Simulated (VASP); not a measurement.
The system is HfO2.

```
Hf O
1.0
     5.21946    0.00000    0.00000
     0.00000    5.00476    0.00000
     0.00000    0.00000    5.03269
Hf O
4 8
Direct
  0.03301 0.26748 0.24144
  0.46699 0.26748 0.74144
  0.53301 0.73252 0.24144
  0.96699 0.73252 0.74144
  0.36787 0.07135 0.37927
  0.13213 0.07135 0.87927
  0.73395 0.46012 0.49229
  0.76605 0.46012 0.99229
  0.26605 0.53988 0.99229
  0.23395 0.53988 0.49229
  0.86787 0.92865 0.37927
  0.63213 0.92865 0.87927
```

```yaml
Program: VASP 6.6.1
Task: relaxation of cell and atoms
Functional: PBE
Potentials_or_basis: VASP PAW PBE potentials, release 64 (Hf_pv, O)
Cutoff: 600 eV
k_mesh: 4 × 4 × 4
Occupations: gaussian, width 0.01 eV
Spin: no spin polarisation
```

At the start: pressure 6.1 GPa; volume 10.96 Å³/atom.

Question: How do energy, volume and symmetry change on relaxing?

Answer: Over 19 steps the energy falls by 5.1 meV/atom and the volume is 11.24 Å³/atom (+2.6 %); space group Pca2_1 (No. 29, to 0.1 Å) before and after.

Step by step:
```csv
step,energy change (eV),largest force (eV/Å),pressure (GPa),volume (Å³)
1,0.0000,0.0681,6.08,131.46
2,0.0780,0.2336,-8.33,139.53
3,-0.0575,0.0782,-0.05,134.57
4,-0.0575,0.0762,0.07,134.51
5,-0.0583,0.0551,0.06,134.57
6,-0.0583,0.0488,0.07,134.57
7,-0.0590,0.0324,-0.07,134.68
8,-0.0595,0.0433,-0.27,134.86
9,-0.0599,0.0460,-0.06,134.78
10,-0.0602,0.0520,0.28,134.64
11,-0.0607,0.0387,0.19,134.72
12,-0.0611,0.0320,0.01,134.88
13,-0.0614,0.0225,-0.05,134.92
14,-0.0615,0.0261,-0.17,134.99
15,-0.0617,0.0130,0.02,134.90
16,-0.0617,0.0132,0.04,134.88
17,-0.0617,0.0094,0.03,134.89
18,-0.0618,0.0130,0.00,134.91
19,-0.0618,0.0046,-0.01,134.91
```

Final structure:
```xyz
12
Lattice="5.2659 0.0000 0.0000 0.0000 5.0473 0.0000 0.0000 0.0000 5.0761" Properties=species:S:1:pos:R:3 pbc="T T T"
Hf    0.1737    1.3459    1.2191
Hf    2.4592    1.3459    3.7572
Hf    2.8067    3.7014    1.2191
Hf    5.0921    3.7014    3.7572
O     1.9257    0.3448    1.9413
O     0.7072    0.3448    4.4794
O     3.8464    2.3331    2.4892
O     4.0525    2.3331    5.0273
O     1.4195    2.7141    5.0273
O     1.2134    2.7141    2.4892
O     4.5587    4.7024    1.9413
O     3.3402    4.7024    4.4794
```
